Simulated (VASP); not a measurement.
Input of a VASP 6.6.1 run:

Contents of INCAR:

```
  ALGO = Normal
  EDIFF = 1E-7
  ENCUT = 520
  GGA = PE
  ISIF = 2
  ISMEAR = 0
  LASPH = T
  LCHARG = F
  LREAL = F
  LWAVE = F
  NBANDS = 66
  NELM = 80
  PREC = Accurate
  SIGMA = 0.02
```

The input KPOINTS:

```
k-points
0
Gamma
  6 6 2
```

The input POSCAR:

```
Cd3SeS2
1.0
    4.2570224330      0.0000000000      0.0000000000
   -2.1285112165      3.6866895714      0.0000000000
    0.0000000000      0.0000000000     20.8231224000
Cd Se S
6 2 4
Direct
    0.6666666667      0.3333333333      0.9997850000
    0.6666666667      0.3333333333      0.3380020000
    0.6666666667      0.3333333333      0.6617890000
    0.3333333333      0.6666666667      0.1617890000
    0.3333333333      0.6666666667      0.4997850000
    0.3333333333      0.6666666667      0.8380020000
    0.6666666667      0.3333333333      0.7907640000
    0.3333333333      0.6666666667      0.2907640000
    0.6666666667      0.3333333333      0.1233560000
    0.6666666667      0.3333333333      0.4613040000
    0.3333333333      0.6666666667      0.6233560000
    0.3333333333      0.6666666667      0.9613040000
```

Potentials or basis: VASP PAW PBE potentials, release 64 (Cd, Se, S).

Launch:

```bash
$ cat potpaw_PBE.64/Cd/POTCAR potpaw_PBE.64/Se/POTCAR potpaw_PBE.64/S/POTCAR > POTCAR
$ mpirun -np 1 vasp_std > vasp.out
```

Task: What does it give for the largest force?

Result: 0.006 eV/Å.

Task: What does it give for the band gap on the k mesh?

Result: 0.73 eV.

Forces in eV/Å, atoms in the order of the input:
```
Cd   0.000  0.000 -0.003
Cd   0.000  0.000  0.000
Cd   0.000  0.000  0.000
Cd   0.000  0.000  0.000
Cd   0.000  0.000 -0.003
Cd   0.000  0.000  0.000
Se   0.000  0.000 -0.005
Se   0.000  0.000 -0.005
S    0.000  0.000  0.006
S    0.000  0.000  0.002
S    0.000  0.000  0.006
S    0.000  0.000  0.002
```
